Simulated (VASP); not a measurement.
**CdS: single point with r2SCAN**

Crystal: CdS.

```
Cd S
1.0
    -0.03732    2.93129    2.93129
     2.93129   -0.03732    2.93129
     2.93129    2.93129   -0.03732
Cd S
1 1
Direct
  0.99863 0.99863 0.99863
  0.25137 0.25137 0.25137
```

This cell differs from its parent crystal: epitaxial 111 strain +1.0%.

```yaml
Program: VASP 6.6.1
Task: single point
Functional: r2SCAN
Potentials_or_basis: VASP PAW PBE potentials, release 64 (Cd, S)
Cutoff: 520 eV
k_mesh: 8 × 8 × 8
Occupations: fermi-dirac, width 0.02 eV
Spin: non-collinear spin, zero start, spin-orbit coupling
Starting_moments: "[[0.0, 0.0, 0.0], [0.0, 0.0, 0.0]] μB"
Dipole_correction: no
Further_INCAR_settings: ALGO = Normal; EDIFF = 1e-06; NBANDS = 30
```

```
Pressure                                              : -0.4 GPa
Largest force                                         : 0.004 eV/Å
Net moment                                            : 0.00 μB per cell
Valence electrons inside the program's atomic spheres : Cd 10.28; S 3.73
```

Forces in eV/Å, atoms in the order of the input:
```
Cd  -0.002 -0.002 -0.002
S    0.002  0.002  0.002
```

Stress tensor (GPa, compression positive):
```
-0.41  0.34  0.34
 0.34 -0.41  0.34
 0.34  0.34 -0.41
```

Moments on the atoms (μB; x, y, z):
```
Cd  0.00 0.00 0.00
S   0.00 0.00 0.00
```

It took 20 min on 1 thread of AMD EPYC 9R45 96-Core Processor (Zen 5), on a shared host, peak memory 0.5 GiB.

Caveat: the cell differs from its parent crystal (epitaxial 111 strain +1.0%); the structure was generated, so it needn't be the stable form of CdS; the PAW data sets were made with another functional, which shifts forces and pressure a little.
